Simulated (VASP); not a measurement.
A run of VASP 6.6.1:

The input INCAR:

```
  AGGAC = 1.0
  AGGAX = 1.0
  ALDAC = 0.0
  ALDAX = 1.0
  ALGO = Normal
  EDIFF = 1E-6
  EDIFFG = -0.01
  ENCUT = 600
  GGA = B5
  IBRION = 2
  ISIF = 3
  ISMEAR = -1
  ISPIN = 2
  LASPH = T
  LCHARG = F
  LMAXMIX = 4
  LORBIT = 11
  LREAL = F
  LWAVE = F
  MAGMOM = 0.8 -0.8
  NELM = 150
  NSW = 80
  PREC = Accurate
  SIGMA = 0.05
```

KPOINTS

```
k-points
0
Gamma
  12 12 12
```

Contents of POSCAR:

```
Ni
1.0
    0.0000000000      2.2775907947      2.2775907947
    2.2775907947      0.0000000000      2.2775907947
    2.2775907947      2.2775907947      0.0000000000
Ni
2
Direct
    0.0000000000      0.0000000000      0.0000000000
    0.5000000000      0.5000000000      0.5000000000
```

Potentials or basis: VASP PAW PBE potentials, release 64 (Ni).

Launch:

```console
$ cat potpaw_PBE.64/Ni/POTCAR > POTCAR
$ mpirun -np 1 vasp_std > vasp.out
```

Hardware: 1 thread of Intel(R) Xeon(R) Platinum 8488C (Sapphire Rapids) (shared host).

**Question.** How long does it take, and how much memory?

**Answer.** It took 100 s on 1 thread of Intel(R) Xeon(R) Platinum 8488C (Sapphire Rapids), on a shared host, peak memory 0.17 GiB. Counts: scf iterations 30, k points 72, ion steps 3.
